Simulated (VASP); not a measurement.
Runs of VASP 6.6.1 on BaS. The structure is that of space group Fm-3m (No. 225), or close to it. The cells are those of the table. 

```csv
task,cell,gap on the mesh (eV),pressure (GPa)
electric field gradients,"a = 4.591 Å, angles 60.0°, 2 atoms",2.06,-2.4
single point,"a = 4.472, b = 4.472, c = 4.517 Å, angles 59.7, 59.7, 60.7°, 2 atoms",1.88,0.4
single point,"a = 4.539, b = 4.539, c = 4.517 Å, angles 60.2, 60.2, 59.7°, 2 atoms",1.99,-0.9
single point,"a = 4.562, b = 4.562, c = 4.517 Å, angles 60.3, 60.3, 59.3°, 2 atoms",1.99,-1.3
single point,"a = 4.450 Å, angles 62.0°, 2 atoms",(a),-0.6
electric field gradients,"a = 4.547 Å, angles 60.0°, 2 atoms",2.02,(c)
single point,"a = 4.562, b = 4.562, c = 4.607 Å, angles 59.7, 59.7, 60.7°, 2 atoms",2.00,-2.1
electric field gradients,"a = 4.576 Å, angles 60.0°, 2 atoms",2.05,-2.1
electric field gradients,"a = 4.605 Å, angles 60.0°, 2 atoms",2.08,-2.8
single point,"a = 4.585, b = 4.585, c = 4.517 Å, angles 60.5, 60.5, 59.0°, 2 atoms",2.00,-1.6
single point,"a = 4.562 Å, angles 58.7°, 2 atoms",1.95,(b)
single point,"a = 4.494, b = 4.494, c = 4.517 Å, angles 59.8, 59.8, 60.3°, 2 atoms",1.94,-0.1
```

Alike in all rows: level PBEsol; potentials or basis VASP PAW PBE potentials, release 64 (Ba_sv, S); no spin polarisation; k mesh 8 × 8 × 8; cutoff (eV) 520; smearing fermi-dirac 0.02 eV.

Question: Fill in the values left out.

Answer: (a) 1.91; (b) -0.5; (c) -1.4.

Caveats: the PAW data sets were made with another functional, which shifts forces and pressure a little; spin-orbit coupling is left out, which moves the levels of the heavy elements.

A k mesh can miss the band edges, and the runs leave out spin-orbit coupling on Ba.
